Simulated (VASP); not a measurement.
# SiC (Cm) in VASP: a series of runs, part 2 of 2

VASP 6.6.1.

### Step 5. Single point, PBE

The input, INCAR:

```
PREC = Accurate ; ENCUT = 520
EDIFF = 1E-6 ; ISMEAR = 0
SIGMA = 0.05 ; LREAL = False
LASPH = True ; NELM = 60
ALGO = Normal ; ISIF = 2
LWAVE = False ; LCHARG = False
GGA = PE ; NBANDS = 11
```

The input, KPOINTS:

```
Automatic mesh
0
Gamma
  12 12 12
```

The input, POSCAR:

```
SiC
1.0
    0.0000000000      2.1740000000      2.1740000000
    2.1740000000      0.0000000000      2.1740000000
    2.1740000000      2.1740000000      0.0000000000
Si C
1 1
Direct
   -0.0609855205      0.0000000000      0.0000000000
    0.7500000000      0.7500000000      0.7500000000
```

Potentials or basis: VASP PAW PBE potentials, release 64 (Si, C).

On the command line:

```
> cat potpaw_PBE.64/Si/POTCAR potpaw_PBE.64/C/POTCAR > POTCAR
> mpirun -np 1 vasp_std > vasp.out
```

OUTCAR:

```text
PREC = Accurate
   ENCUT = 520
   EDIFF = 1E-6
   ISMEAR = 0
   LREAL = False
   LASPH = True
   NELM = 60
   ISIF = 2
   GGA = PE

 ion  position               nearest neighbor table
   1  0.939  0.000  0.000-   2 1.73   2 1.89   2 1.89   2 2.04
   2  0.750  0.750  0.750-   1 1.73   1 1.89   1 1.89   1 2.04

  LATTYP: Found a face centered cubic cell.
 ALAT       =     4.3480000000

  Lattice vectors:

 A1 = (   0.0000000000,   2.1740000000,   2.1740000000)
 A2 = (   2.1740000000,   0.0000000000,   2.1740000000)
 A3 = (   2.1740000000,   2.1740000000,   0.0000000000)

Analysis of symmetry for initial positions (statically):
=====================================================================
 Subroutine PRICEL returns:
 Original cell was already a primitive cell.

 Routine SETGRP: Setting up the symmetry group for a
 face centered cubic supercell.

 Subroutine GETGRP returns: Found  2 space group operations
 (whereof  2 operations were pure point group operations)
 out of a pool of 48 trial point group operations.

The static configuration has the point symmetry C_1h.

Analysis of symmetry for dynamics (positions and initial velocities):
=====================================================================
 Subroutine PRICEL returns:
 Original cell was already a primitive cell.

 Routine SETGRP: Setting up the symmetry group for a
 face centered cubic supercell.

 Subroutine GETGRP returns: Found  2 space group operations
 (whereof  2 operations were pure point group operations)
 out of a pool of 48 trial point group operations.

The dynamic configuration has the point symmetry C_1h.

 Subroutine INISYM returns: Found  2 space group operations
 (whereof  2 operations are pure point group operations),
 and found     1 'primitive' translations

----------------------------------------------------------------------------------------
[... 118 lines left out ...]
   GGA     = PE    functional components
   LHFCALC =     F    Hartree Fock is set to
   AEXX    =    0.0000 exact exchange contribution
   IVDW    =     0    specifies the selected vdW correction
   LEPSILON=     F    determine dielectric tensor
   LRPA    =     F    only Hartree local field effects (RPA)
 non-spin polarized calculation
 Gauss-broadening in eV      SIGMA  =   0.05
  energy-cutoff  :      520.00
  volume of cell :       20.55
 maximum number of plane-waves:       568
   NGX = 11   NGY = 11   NGZ = 11

 number of electron       8.0000001 magnetization

 Free energy of the ion-electron system (eV)
  ---------------------------------------------------
  ext. energy  EPLUGINS =         0.00000000
  ---------------------------------------------------
  free energy    TOTEN  =       -14.70674338 eV

  energy without entropy =      -14.70674338  energy(sigma->0) =      -14.70674338

 E-fermi :   9.2365     XC(G=0): -11.3871

 val. band max:        8.9499120608   @ k =   0.0000   0.0000   0.0000
 cond. band min:       9.4266448130   @ k =   0.0000   0.5000   0.5000
 fundamental gap:      0.4767327521
 Fermi energy:         9.2365077905

 k-point     1 :       0.0000    0.0000    0.0000
  band No.  band energies     occupation
      1      -7.2976      2.00000
      2       7.2459      2.00000
      3       8.1919      2.00000
      4       8.9499      2.00000
      5      14.3260      0.00000
      6      15.3637      0.00000
      7      15.4383      0.00000
      8      16.0194      0.00000
      9      22.6604      0.00000
     10      22.6613      0.00000
     11      24.3530      0.00000
[... 309 lines left out ...]
 k-point    24 :       0.0833    0.0000    0.1667
  band No.  band energies     occupation
      1      -6.7995      2.00000
      2       6.0260      2.00000
      3       7.0443      2.00000
      4       8.5022      2.00000
      5      14.4996      0.00000
      6      15.0820      0.00000
      7      16.4719      0.00000
      8      17.1396      0.00000
      9      19.9783      0.00000
     10      22.4576      0.00000
     11      24.7347      0.00000

 [... further k-points ...]

------------------------ aborting loop because EDIFF is reached ----------------------------------------

  FORCE on cell =-STRESS in cart. coord.  units (eV):
  Direction    XX          YY          ZZ          XY          YZ          ZX
  --------------------------------------------------------------------------------------
  -------------------------------------------------------------------------------------
  Total        1.4872163      1.0095425      1.0095425      1.2564927      0.6775762      1.2564927
  in kB      115.9514256     78.7093953     78.7093953     97.9629697     52.8275027     97.9629711
  external PRESSURE =      91.1234054 kB  Pullay stress =       0.0000000 kB

 VOLUME and BASIS-vectors are now :
 -----------------------------------------------------------------------------
  energy-cutoff  :      520.00
  volume of cell :       20.55
      direct lattice vectors                 reciprocal lattice vectors
     0.000000000  2.174000000  2.174000000    -0.229990800  0.229990800  0.229990800
     2.174000000  0.000000000  2.174000000     0.229990800 -0.229990800  0.229990800
     2.174000000  2.174000000  0.000000000     0.229990800  0.229990800 -0.229990800

 POSITION                                       TOTAL-FORCE (eV/Angst)
 -----------------------------------------------------------------------------------
      0.00000      2.04142      2.04142         1.256540      2.657093      2.657093
      3.26100      3.26100      3.26100        -1.256540     -2.657093     -2.657093
 -----------------------------------------------------------------------------------
    total drift:                                0.000005     -0.000059     -0.000059

  FREE ENERGIE OF THE ION-ELECTRON SYSTEM (eV)
  ---------------------------------------------------
  free  energy   TOTEN  =       -14.7067433783 eV

  energy  without entropy=      -14.7067433783  energy(sigma->0) =      -14.70674338
```

OSZICAR:

```text
N       E                     dE             d eps       ncg     rms          rms(c)
DAV:   1     0.452047784311E+01    0.45205E+01   -0.40185E+03 10680   0.620E+02
DAV:   2    -0.160480691313E+02   -0.20569E+02   -0.19768E+02 13091   0.111E+02
DAV:   3    -0.167001273944E+02   -0.65206E+00   -0.65058E+00 12832   0.167E+01
DAV:   4    -0.167026769396E+02   -0.25495E-02   -0.25494E-02 11994   0.132E+00
DAV:   5    -0.167026881666E+02   -0.11227E-04   -0.11227E-04 12833   0.815E-02    0.918E+00
DAV:   6    -0.147699524253E+02    0.19327E+01   -0.69972E+00 11645   0.119E+01    0.400E+00
DAV:   7    -0.147151584190E+02    0.54794E-01   -0.41271E-01 12647   0.371E+00    0.185E+00
DAV:   8    -0.147065539784E+02    0.86044E-02   -0.22976E-02 11750   0.101E+00    0.177E-01
DAV:   9    -0.147066340581E+02   -0.80080E-04   -0.18508E-03 12844   0.251E-01    0.113E-01
DAV:  10    -0.147067360625E+02   -0.10200E-03   -0.24259E-04 11552   0.983E-02    0.317E-02
DAV:  11    -0.147067430709E+02   -0.70083E-05   -0.29562E-05 12656   0.316E-02    0.103E-02
DAV:  12    -0.147067433783E+02   -0.30749E-06   -0.18788E-06 10047   0.934E-03
   1 F= -.14706743E+02 E0= -.14706743E+02  d E =-.877621E-11
```

Wall time 1.7 min (1 thread of Intel Xeon 8259CL, shared host); peak memory 0.22 GiB.

Results:

| Quantity | Value |
| --- | --- |
| Free energy | -14.7067 eV |
| Pressure | 9.1 GPa |
| Largest force | 3.962 eV/Å |
| Band gap on the k mesh | 0.48 eV (least direct gap 4.15 eV) |

Forces on the atoms (eV/Å):
```
Si   1.257  2.657  2.657
C   -1.257 -2.657 -2.657
```

Caveat: the cell differs from its parent crystal (all Si atoms moved +0.188 Å, as atom 1 towards its neighbour atom 1 (Si) at 3.075 Å); the cell stands under pressure; semilocal functionals underestimate gaps, and a narrow one can read as zero; forces of over 1 eV/Å act on the atoms, so gaps and moduli don't describe the material at rest. A k mesh can miss the band edges.

### Step 6. The runs side by side

```csv
cell,gap on the mesh (eV),pressure (GPa),largest force (eV/Å)
"as given, atomic positions A",none,39.4,15.13
"as given, atomic positions B",0.21,12.6,5.59
"as given, atomic positions C",none,17.3,7.47
"as given, atomic positions D",0.48,9.1,3.96
```

Alike in all rows: task single point; level PBE; potentials or basis VASP PAW PBE potentials, release 64 (Si, C); no spin polarisation; k mesh 12 × 12 × 12; cutoff (eV) 520; smearing gaussian 0.05 eV.

Caveats: semilocal functionals underestimate gaps, and a narrow one can read as zero; forces of over 1 eV/Å act on the atoms, so gaps and moduli don't describe the material at rest; the stress differs along the axes, from 25 to 67 GPa (at least some runs); the stress differs along the axes, from 10 to 17 GPa (at least some runs); the stress differs along the axes, from 13 to 25 GPa (at least some runs); the cell stands under pressure (at least some runs).

Total energies depend on the potentials used, so only differences within one code and one set of settings carry meaning.

The gap in the log of VASP goes by the Fermi energy; the results here count the filled bands.